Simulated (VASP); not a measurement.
# FeSi (P2_13) in VASP: a series of runs

FeSi is run at these levels: PBEsol, PBE, r2SCAN; tasks: single point, relaxation of cell and atoms.

Everything below comes from runs of VASP 6.6.1. Logs are shortened: lines on timing, memory, paths and dates and some standing lists are left out, and cuts for length are marked.

**1. The cell of the first run**

The structure is cubic, space group P2_13 (No. 198). Conventional cell: a = 4.404 Å, b = 4.404 Å, c = 4.404 Å, α = 90.00°, β = 90.00°, γ = 90.00°. Fe (site symmetry 3) has 7 Si at 2.26 to 2.47 Å and 6 Fe at 2.70 Å within 3.0 Å. Si (site symmetry 3) has 7 Fe at 2.26 to 2.47 Å and 6 Si at 2.73 Å within 3.0 Å.

**2. Single point, PBEsol**

Contents of INCAR:

```
SYSTEM = FeSi
ALGO     = Normal         ! electronic algorithm
EDIFF    = 1E-7           ! SCF threshold, eV
ENCUT    = 520            ! plane-wave cutoff, eV
GGA      = PS             ! functional
ISIF     = 2              ! what is computed and relaxed
ISMEAR   = -1             ! smearing method
LASPH    = .True.         ! aspherical terms in the spheres
LCHARG   = .False.        ! write CHGCAR
LREAL    = .False.        ! projectors in reciprocal space
LWAVE    = .False.        ! write WAVECAR
NBANDS   = 34             ! bands
NELM     = 80             ! most SCF steps
PREC     = Accurate       ! precision mode
SIGMA    = 0.02           ! smearing width, eV
```

Contents of KPOINTS:

```
k-points
0
Gamma
  6 6 6
  0 0 0
```

Contents of POSCAR:

```
FeSi
1.0
    4.4035140579      0.0000000000      0.0000000000
    0.0000000000      4.4035140579      0.0000000000
    0.0000000000      0.0000000000      4.4035140579
Fe Si
4 4
Direct
    0.8631342763      0.6368657237      0.3631342763
    0.6368657237      0.3631342763      0.8631342763
    0.3631342763      0.8631342763      0.6368657237
    0.1368657237      0.1368657237      0.1368657237
    0.1589997692      0.3410002308      0.6589997692
    0.3410002308      0.6589997692      0.1589997692
    0.6589997692      0.1589997692      0.3410002308
    0.8410002308      0.8410002308      0.8410002308
```

Potentials or basis: VASP PAW PBE potentials, release 64 (Fe, Si).

Command:

```
$ cat potpaw_PBE.64/Fe/POTCAR potpaw_PBE.64/Si/POTCAR > POTCAR
$ mpirun -np 1 vasp_std > vasp.out
```

OUTCAR:

```text
SYSTEM = FeSi
   EDIFF = 1E-7
   ENCUT = 520
   GGA = PS
   ISIF = 2
   ISMEAR = -1
   LASPH = .True.
   LREAL = .False.
   NELM = 80
   PREC = Accurate

 ion  position               nearest neighbor table
   1  0.863  0.637  0.363-   5 2.26   6 2.29   7 2.29   8 2.29   7 2.47   8 2.47   6 2.47   2 2.70
                             2 2.70   3 2.70   4 2.70   3 2.70   4 2.70
   2  0.637  0.363  0.863-   6 2.26   5 2.29   7 2.29   8 2.29   8 2.47   7 2.47   5 2.47   1 2.70
                             1 2.70   3 2.70   3 2.70   4 2.70   4 2.70
   3  0.363  0.863  0.637-   7 2.26   6 2.29   5 2.29   8 2.29   5 2.47   6 2.47   8 2.47   1 2.70
                             4 2.70   2 2.70   2 2.70   1 2.70   4 2.70
   4  0.137  0.137  0.137-   8 2.26   6 2.29   7 2.29   5 2.29   6 2.47   7 2.47   5 2.47   2 2.70
                             3 2.70   1 2.70   3 2.70   1 2.70   2 2.70
   5  0.159  0.341  0.659-   1 2.26   2 2.29   3 2.29   4 2.29   3 2.47   4 2.47   2 2.47   6 2.73
                             6 2.73   7 2.73   7 2.73   8 2.73   8 2.73
   6  0.341  0.659  0.159-   2 2.26   1 2.29   3 2.29   4 2.29   4 2.47   3 2.47   1 2.47   5 2.73
                             5 2.73   8 2.73   8 2.73   7 2.73   7 2.73
   7  0.659  0.159  0.341-   3 2.26   2 2.29   1 2.29   4 2.29   1 2.47   2 2.47   4 2.47   8 2.73
                             5 2.73   8 2.73   5 2.73   6 2.73   6 2.73
   8  0.841  0.841  0.841-   4 2.26   2 2.29   3 2.29   1 2.29   2 2.47   3 2.47   1 2.47   6 2.73
                             7 2.73   7 2.73   6 2.73   5 2.73   5 2.73

  LATTYP: Found a simple cubic cell.
 ALAT       =     4.4035140579

  Lattice vectors:

 A1 = (   4.4035140579,   0.0000000000,   0.0000000000)
 A2 = (   0.0000000000,   4.4035140579,   0.0000000000)
 A3 = (   0.0000000000,   0.0000000000,   4.4035140579)

Analysis of symmetry for initial positions (statically):
=====================================================================
 Subroutine PRICEL returns:
 Original cell was already a primitive cell.

 Routine SETGRP: Setting up the symmetry group for a
 simple cubic supercell.

 Subroutine GETGRP returns: Found 12 space group operations
 (whereof  3 operations were pure point group operations)
 out of a pool of 48 trial point group operations.

The static configuration has the point symmetry C_3 .
 The point group associated with its full space group is T   .

Analysis of symmetry for dynamics (positions and initial velocities):
=====================================================================
 Subroutine PRICEL returns:
 Original cell was already a primitive cell.

 Routine SETGRP: Setting up the symmetry group for a
 simple cubic supercell.

 Subroutine GETGRP returns: Found 12 space group operations
 (whereof  3 operations were pure point group operations)
 out of a pool of 48 trial point group operations.

The dynamic configuration has the point symmetry C_3 .
 The point group associated with its full space group is T   .

 Subroutine INISYM returns: Found 12 space group operations
 (whereof  3 operations are pure point group operations),
 and found     1 'primitive' translations

----------------------------------------------------------------------------------------

                                     Primitive cell

  volume of cell :      85.3883

  direct lattice vectors                    reciprocal lattice vectors
     4.403514058  0.000000000  0.000000000     0.227091361  0.000000000  0.000000000
     0.000000000  4.403514058  0.000000000     0.000000000  0.227091361  0.000000000
     0.000000000  0.000000000  4.403514058     0.000000000  0.000000000  0.227091361

  length of vectors
     4.403514058  4.403514058  4.403514058     0.227091361  0.227091361  0.227091361

  position of ions in fractional coordinates (direct lattice)
     0.863134276  0.636865724  0.363134276
     0.636865724  0.363134276  0.863134276
     0.363134276  0.863134276  0.636865724
     0.136865724  0.136865724  0.136865724
     0.158999769  0.341000231  0.658999769
     0.341000231  0.658999769  0.158999769
     0.658999769  0.158999769  0.341000231
     0.841000231  0.841000231  0.841000231

  ion indices of the primitive-cell ions
   primitive index   ion index
                 1           1
                 2           2
                 3           3
                 4           4
                 5           5
                 6           6
                 7           7
                 8           8

----------------------------------------------------------------------------------------

 KPOINTS: k-points

Automatic generation of k-mesh.
 Grid dimensions read from file:
 generate k-points for:    6    6    6

 Generating k-lattice:

  Cartesian coordinates                     Fractional coordinates (reciprocal lattice)
     0.037848560  0.000000000  0.000000000     0.166666667  0.000000000  0.000000000
     0.000000000  0.037848560  0.000000000     0.000000000  0.166666667  0.000000000
     0.000000000  0.000000000  0.037848560     0.000000000  0.000000000  0.166666667

  Length of vectors
     0.037848560  0.037848560  0.037848560

  Shift w.r.t. Gamma in fractional coordinates (k-lattice)
     0.000000000  0.000000000  0.000000000

 Subroutine IBZKPT returns following result:
 ===========================================

 Found     24 irreducible k-points:

 Following reciprocal coordinates:
            Coordinates               Weight
  0.000000  0.000000  0.000000      1.000000
  0.166667  0.000000  0.000000      6.000000
  0.333333  0.000000  0.000000      6.000000
  0.500000  0.000000  0.000000      3.000000
  0.166667  0.166667  0.000000     12.000000
  0.333333  0.166667  0.000000     12.000000
[... 16 lines left out ...]
  0.500000  0.500000  0.333333      6.000000
  0.500000  0.500000  0.500000      1.000000
   k-points           NKPTS =     24   k-points in BZ     NKDIM =     24   number of bands    NBANDS=     34
   number of dos      NEDOS =    301   number of ions     NIONS =      8
   total plane-waves  NPLWV =  46656
   dimension x,y,z NGX =    36 NGY =   36 NGZ =   36
   dimension x,y,z NGXF=    72 NGYF=   72 NGZF=   72
   ions per type =               4   4
   NGX,Y,Z   is equivalent  to a cutoff of  13.59, 13.59, 13.59 a.u.
   NGXF,Y,Z  is equivalent  to a cutoff of  27.18, 27.18, 27.18 a.u.
 SYSTEM =  FeSi
   PREC   = accura    normal or accurate (medium, high low for compatibility)
   ISTART =      0    job   : 0-new  1-cont  2-samecut
   ICHARG =      2    charge: 1-file 2-atom 10-const
   ISPIN  =      1    spin polarized calculation?
   LNONCOLLINEAR =      F non collinear calculations
   LSORBIT =      F    spin-orbit coupling
   LASPH  =      T    aspherical Exc in radial PAW
   ENCUT  =  520.0 eV  38.22 Ry    6.18 a.u.   8.19  8.19  8.19*2*pi/ulx,y,z
   NELM   =     80;   NELMIN=  2; NELMDL= -5     # of ELM steps
   EDIFF  = 0.1E-06   stopping-criterion for ELM
   LREAL  =      F    real-space projection
   EDIFFG = 0.1E-05   stopping-criterion for IOM
   NSW    =      0    number of steps for IOM
   IBRION =     -1    ionic relax: 0-MD 1-quasi-New 2-CG
   NFREE  =      0    steps in history (QN), initial steepest desc. (CG)
   ISIF   =      2    stress and relaxation
   ISYM   =      2    0-nonsym 1-usesym 2-fastsym
   POTIM  = 0.5000    time-step for ionic-motion
   TEBEG  =    0.0;   TEEND  =   0.0 temperature during run
   PSTRESS=    0.0 pullay stress
   NELECT =      48.0000    total number of electrons
   NUPDOWN=      -1.0000    fix difference up-down
   EMIN   =  10.00;   EMAX   =-10.00  energy-range for DOS
   EFERMI =   0.00;   METHOD = LEGACY
   ISMEAR =    -1;   SIGMA  =   0.02  broadening in eV -4-tet -1-fermi 0-gaus
   EFERMI_NEDOS =   21; number of points for ismear=-14 and -15
   IALGO  =     38    algorithm
   IMIX   =      4    mixing-type and parameters
     AMIX     =   0.40;   BMIX     =  1.00
     AMIX_MAG =   1.60;   BMIX_MAG =  1.00
  volume/ion in A,a.u.               =      10.67        72.03
  Fermi-wavevector in a.u.,A,eV,Ry     =   1.351105  2.553219 24.837238  1.825485
  Thomas-Fermi vector in A             =   2.478555
   LORBIT       =      0    0 simple, 1 ext, 2 COOP (PROOUT), +10 PAW based schemes
   GGA     = PS    functional components
   LHFCALC =     F    Hartree Fock is set to
   AEXX    =    0.0000 exact exchange contribution
   IVDW    =     0    specifies the selected vdW correction
   LEPSILON=     F    determine dielectric tensor
   LRPA    =     F    only Hartree local field effects (RPA)
 non-spin polarized calculation
  energy-cutoff  :      520.00
  volume of cell :       85.39
 maximum number of plane-waves:      2325
 NGX is ok and might be reduce to    36
   NGX = 17   NGY = 17   NGZ = 17

 number of electron      48.0000004 magnetization

 Free energy of the ion-electron system (eV)
  ---------------------------------------------------
  ext. energy  EPLUGINS =         0.00000000
  ---------------------------------------------------
  free energy    TOTEN  =       -63.82217946 eV

  energy without entropy =      -63.82043034  energy(sigma->0) =      -63.82130490

 E-fermi :  10.0837     XC(G=0): -13.0499

 val. band max:       10.0054826030   @ k =   0.1667   0.1667   0.1667
 cond. band min:      10.1640804895   @ k =   0.3333   0.1667   0.1667
 fundamental gap:      0.1585978864
 Fermi energy:        10.0836793165

 k-point     1 :       0.0000    0.0000    0.0000
  band No.  band energies     occupation
      1      -3.4679      2.00000
      2       1.9987      2.00000
      3       1.9987      2.00000
      4       1.9987      2.00000
      5       4.8228      2.00000
      6       4.8228      2.00000
[... 26 lines left out ...]
     33      14.4783      0.00000
     34      14.4783      0.00000

 k-point     2 :       0.1667    0.0000    0.0000
  band No.  band energies     occupation
      1      -3.2569      2.00000
      2       0.9210      2.00000
      3       2.1200      2.00000
      4       2.7415      2.00000
      5       4.2281      2.00000
      6       4.9504      2.00000
[... 26 lines left out ...]
     33      14.6772      0.00000
     34      14.7209      0.00000

 k-point     3 :       0.3333    0.0000    0.0000
  band No.  band energies     occupation
      1      -2.6370      2.00000
      2      -0.4012      2.00000
      3       2.4681      2.00000
      4       3.2546      2.00000
      5       3.9521      2.00000
      6       5.0297      2.00000
[... 26 lines left out ...]
     33      14.9904      0.00000
     34      15.0717      0.00000

 k-point     4 :       0.5000    0.0000    0.0000
  band No.  band energies     occupation
      1      -1.6532      2.00000
      2      -1.6532      2.00000
      3       2.9727      2.00000
      4       2.9727      2.00000
      5       4.4114      2.00000
      6       4.4114      2.00000
[... 26 lines left out ...]
     33      15.2363      0.00000
     34      15.2363      0.00000

 k-point     5 :       0.1667    0.1667    0.0000
  band No.  band energies     occupation
      1      -3.0479      2.00000
      2       0.7755      2.00000
      3       1.6424      2.00000
      4       3.0814      2.00000
      5       4.1130      2.00000
      6       4.8947      2.00000
[... 621 lines left out ...]
 k-point    22 :       0.5000    0.3333    0.3333
  band No.  band energies     occupation
      1      -0.2824      2.00000
      2      -0.2824      2.00000
      3       1.4085      2.00000
      4       1.4085      2.00000
      5       3.2195      2.00000
      6       3.2195      2.00000
[... 26 lines left out ...]
     33      16.0285      0.00000
     34      16.0285      0.00000

 k-point    23 :       0.5000    0.5000    0.3333
  band No.  band energies     occupation
      1       0.1831      2.00000
      2       0.1831      2.00000
      3       1.0144      2.00000
      4       1.0144      2.00000
      5       3.2852      2.00000
      6       3.2852      2.00000
[... 26 lines left out ...]
     33      16.4014      0.00000
     34      16.4014      0.00000

 k-point    24 :       0.5000    0.5000    0.5000
  band No.  band energies     occupation
      1       0.7749      2.00000
      2       0.7749      2.00000
      3       0.7749      2.00000
      4       0.7749      2.00000
      5       3.3793      2.00000
      6       3.3793      2.00000
[... 26 lines left out ...]
     33      16.3528      0.00000
     34      16.3528      0.00000

------------------------ aborting loop because EDIFF is reached ----------------------------------------

  FORCE on cell =-STRESS in cart. coord.  units (eV):
  Direction    XX          YY          ZZ          XY          YZ          ZX
  --------------------------------------------------------------------------------------
  -------------------------------------------------------------------------------------
  Total        0.3275149      0.3275149      0.3275149     -0.0000000      0.0000000      0.0000000
  in kB        6.1453053      6.1453053      6.1453053     -0.0000000      0.0000000      0.0000000
  external PRESSURE =       6.1453053 kB  Pullay stress =       0.0000000 kB

 VOLUME and BASIS-vectors are now :
 -----------------------------------------------------------------------------
  energy-cutoff  :      520.00
  volume of cell :       85.39
      direct lattice vectors                 reciprocal lattice vectors
     4.403514058  0.000000000  0.000000000     0.227091361  0.000000000  0.000000000
     0.000000000  4.403514058  0.000000000     0.000000000  0.227091361  0.000000000
     0.000000000  0.000000000  4.403514058     0.000000000  0.000000000  0.227091361

 POSITION                                       TOTAL-FORCE (eV/Angst)
 -----------------------------------------------------------------------------------
      3.80082      2.80445      1.59907        -0.027038      0.027038     -0.027038
      2.80445      1.59907      3.80082         0.027038     -0.027038     -0.027038
      1.59907      3.80082      2.80445        -0.027038     -0.027038      0.027038
      0.60269      0.60269      0.60269         0.027038      0.027038      0.027038
      0.70016      1.50160      2.90191        -0.003771      0.003771     -0.003771
      1.50160      2.90191      0.70016         0.003771     -0.003771     -0.003771
      2.90191      0.70016      1.50160        -0.003771     -0.003771      0.003771
      3.70336      3.70336      3.70336         0.003771      0.003771      0.003771
 -----------------------------------------------------------------------------------
    total drift:                               -0.000001     -0.000001     -0.000000

  FREE ENERGIE OF THE ION-ELECTRON SYSTEM (eV)
  ---------------------------------------------------
  free  energy   TOTEN  =       -63.8221794595 eV

  energy  without entropy=      -63.8204303383  energy(sigma->0) =      -63.82130490
```

Run time: 44 s. Hardware: 1 thread of Intel Xeon 6975P-C (Granite Rapids), shared host; peak memory 0.22 GiB.

Results:

| Property | Result |
| --- | --- |
| Free energy | -63.8222 eV |
| Pressure | 0.6 GPa |
| Largest force | 0.047 eV/Å |
| Band gap on the k mesh | 0.16 eV |

Forces on the atoms (eV/Å):
```
Fe  -0.027  0.027 -0.027
Fe   0.027 -0.027 -0.027
Fe  -0.027 -0.027  0.027
Fe   0.027  0.027  0.027
Si  -0.004  0.004 -0.004
Si   0.004 -0.004 -0.004
Si  -0.004 -0.004  0.004
Si   0.004  0.004  0.004
```

Caveat: the PAW data sets were made with another functional, which shifts forces and pressure a little. Spin polarisation is off, so any magnetic state and its effect on volume and gap are missing.

(Part 1 of 2 ends here.)
